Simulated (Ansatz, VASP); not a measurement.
# Al3Rh2 in VASP and in Ansatz

Contents of INCAR:

```
PREC     = Accurate       # precision mode
ENCUT    = 520            # plane-wave cutoff, eV
EDIFF    = 1E-6           # SCF threshold, eV
ISMEAR   = 0              # smearing method
SIGMA    = 0.1            # smearing width, eV
LREAL    = F              # projectors in reciprocal space
LASPH    = T              # aspherical terms in the spheres
NELM     = 150            # most SCF steps
ALGO     = Normal         # electronic algorithm
ISIF     = 2              # what is computed and relaxed
LWAVE    = F              # write WAVECAR
LCHARG   = T              # write CHGCAR
ISPIN    = 2              # spin polarisation
MAGMOM   = 0 0 0 0 0 0 1 1 1 1 # initial moments
LORBIT   = 11             # projections on sites
LMAXMIX  = 4              # l up to which the mixer works
GGA      = PE             # functional
LELF     = T              # ELF
LVHAR    = T            
NBANDS   = 54             # bands
```

Contents of KPOINTS:

```
Automatic mesh
0
Gamma
  4 4 4
```

The input POSCAR:

```
Al3Rh2
1.0
    5.7348228068      0.0000000000      0.0000000000
    0.0000000000      5.7348228068      0.0000000000
    0.0000000000      0.0000000000      5.7348228068
Al Rh
6 4
Direct
    0.0000000000      0.5000000000      0.5000000000
    0.0000000000      0.5000000000      0.0000000000
    0.5000000000      0.0000000000      0.5000000000
    0.0000000000      0.0000000000      0.5000000000
    0.5000000000      0.0000000000      0.0000000000
    0.5000000000      0.5000000000      0.0000000000
    0.2500000000      0.2500000000      0.2500000000
    0.2500000000      0.7500000000      0.7500000000
    0.7500000000      0.7500000000      0.2500000000
    0.7500000000      0.2500000000      0.7500000000
```

Input for Ansatz:

```yaml
crystal:
  lattice:
    - [5.7348228068, 0.0, 0.0]
    - [0.0, 5.7348228068, 0.0]
    - [0.0, 0.0, 5.7348228068]
  atoms:
    - { symbol: Al, position: [0.0, 0.5, 0.5] }
    - { symbol: Al, position: [0.0, 0.5, 0.0] }
    - { symbol: Al, position: [0.5, 0.0, 0.5] }
    - { symbol: Al, position: [0.0, 0.0, 0.5] }
    - { symbol: Al, position: [0.5, 0.0, 0.0] }
    - { symbol: Al, position: [0.5, 0.5, 0.0] }
    - { symbol: Rh, position: [0.25, 0.25, 0.25], spin: 1.0 }
    - { symbol: Rh, position: [0.25, 0.75, 0.75], spin: 1.0 }
    - { symbol: Rh, position: [0.75, 0.75, 0.25], spin: 1.0 }
    - { symbol: Rh, position: [0.75, 0.25, 0.75], spin: 1.0 }
basis:
  ecutwfc: 420
kpoints:
  mp_grid: { grid: [4, 4, 4] }
hamiltonian:
  xc: pbe
scf:
  occupations: { method: gaussian, width: 0.1 }
  lower_state_search: "off"
output:
  forces: true
  stress: true
  eigenvalues: true
  populations: true
magnetization:
  spin_polarized: true
```

Change from the starting cell: species swapped into the Mg3As2 type (Pn-3m, No. 224).

Alike in both runs: task single point; functional PBE; k mesh 4 × 4 × 4; occupations gaussian, width 0.1 eV; collinear spin.

|  | VASP | Ansatz |
| --- | --- | --- |
| version | VASP 6.6.1 | Ansatz 0.2.0 |
| potentials or method | VASP PAW PBE potentials, release 64 (Al, Rh_pv), cutoff 520 eV | scalar-relativistic, plane waves, PAW |
| valence electrons in the cell | 78 | 86 |

```tsv
	VASP	Ansatz	Ansatz less VASP
gap on the k mesh at the Fermi level (eV)	none	none	-
pressure (GPa)	0.4	0.4	-0.01
net moment per atom (μB)	0.00	0.00	0.000
```

A gap of «none» marks a metal or a gap that the smearing closes. VASP's potentials hold 78 valence electrons a cell and Ansatz's 86, so a difference there can come from the potentials and not from the codes. Ansatz's warnings: seeded moment not kept.
